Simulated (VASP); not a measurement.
# AlAs4: single point with PBE

The system is AlAs4.

```
Al As
1.0
     3.84214    0.00000    0.00000
    -1.92107    3.32739    0.00000
     0.00000    0.00000   19.80013
Al As
2 8
Direct
  0.33333 0.66667 0.04422
  0.66667 0.33333 0.95578
  0.66667 0.33333 0.09190
  0.33333 0.66667 0.90810
  0.00000 0.00000 0.26118
  0.33333 0.66667 0.32761
  0.66667 0.33333 0.46695
  0.33333 0.66667 0.53305
  0.00000 0.00000 0.73882
  0.66667 0.33333 0.67239
```

```
Program             : VASP 6.6.1
Task                : single point
Functional          : PBE
Potentials or basis : VASP PAW PBE potentials, release 64 (Al, As)
Cutoff              : 520 eV
k mesh              : 12 × 12 × 2
Occupations         : gaussian, width 0.1 eV
Spin                : no spin polarisation
```

```yaml
Pressure: 0.3 GPa
Largest_force: 0.058 eV/Å
Band_gap_on_the_k_mesh: zero (bands 23 and 24 overlap by 0.25 eV)
```

Forces on the atoms (eV/Å):
```
Al   0.000  0.000 -0.021
Al   0.000  0.000  0.021
As   0.000  0.000  0.047
As   0.000  0.000 -0.047
As   0.000  0.000 -0.053
As   0.000  0.000  0.058
As   0.000  0.000 -0.049
As   0.000  0.000  0.049
As   0.000  0.000  0.053
As   0.000  0.000 -0.058
```

Levels at points of the mesh, in eV from the Fermi level:
| k point | band 20 | band 21 | band 22 | band 23 | band 24 | band 25 | band 26 | band 27 |
| --- | --- | --- | --- | --- | --- | --- | --- | --- |
| (0.00, 0.00, 0.00) | -1.17 | -0.74 | -0.74 | -0.49 | 0.05 | 1.11 | 1.14 | 1.36 |
| (0.50, 0.00, 0.00) | -2.63 | -2.06 | -1.87 | -1.82 | 0.28 | 0.29 | 0.44 | 0.98 |
| (0.00, 0.00, 0.50) | -1.38 | -0.74 | -0.74 | -0.39 | 0.02 | 1.11 | 1.12 | 1.36 |
| (0.50, 0.00, 0.50) | -2.45 | -2.04 | -1.87 | -1.86 | 0.20 | 0.34 | 0.49 | 0.98 |

It took 4.2 min on 1 thread of AMD EPYC 9R45 96-Core Processor (Zen 5) (shared host), peak memory 0.48 GiB.

Caveat: semilocal functionals underestimate gaps, and a narrow one can read as zero; this functional lacks dispersion, which binds layers or chains, so the pressure and a relaxed spacing across them are unreliable.
